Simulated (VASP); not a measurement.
## GaN: electric field gradients with PBE

GaN:

```xyz
2
Lattice="0.0000 1.9925 1.9925 1.9925 0.0000 1.9925 1.9925 1.9925 0.0000" Properties=species:S:1:pos:R:3 pbc="T T T"
Ga    1.9925    1.9925    1.9925
N     0.0000    0.0000    0.0000
```

```json
{
 "Program": "VASP 6.6.1",
 "Task": "electric field gradients",
 "Functional": "PBE",
 "Potentials or basis": "VASP PAW PBE potentials, release 64 (Ga_d, N)",
 "Cutoff": "520 eV",
 "k mesh": "13 × 13 × 13",
 "Occupations": "fermi-dirac, width 0.02 eV",
 "Spin": "no spin polarisation",
 "Dipole correction": "no",
 "Further INCAR settings": "ALGO = Normal; EDIFF = 1e-08; NBANDS = 16"
}
```

- Pressure: 70.3 GPa
- Band gap on the k mesh: 1.91 eV, indirect (least direct gap 5.21 eV)

Levels at points of the mesh, in eV from the valence-band top:
```csv
k point,band 5,band 6,band 7,band 8,band 9,band 10,band 11,band 12,band 13,band 14
"(0.00, 0.00, 0.00)",-13.84,-13.84,-0.75,-0.75,-0.75,4.46,15.81,15.81,15.81,16.68
```

It took 38 s on 1 thread of AMD EPYC 7R43 64-Core Processor (Zen 3), with other jobs on the host, peak memory 0.12 GiB.

Caveat: without QUAD_EFG the Cq values of the log hold for a quadrupole moment of 1 mb, not for the nuclei. PBE gaps usually lie below the measured ones, often by a third to a half.
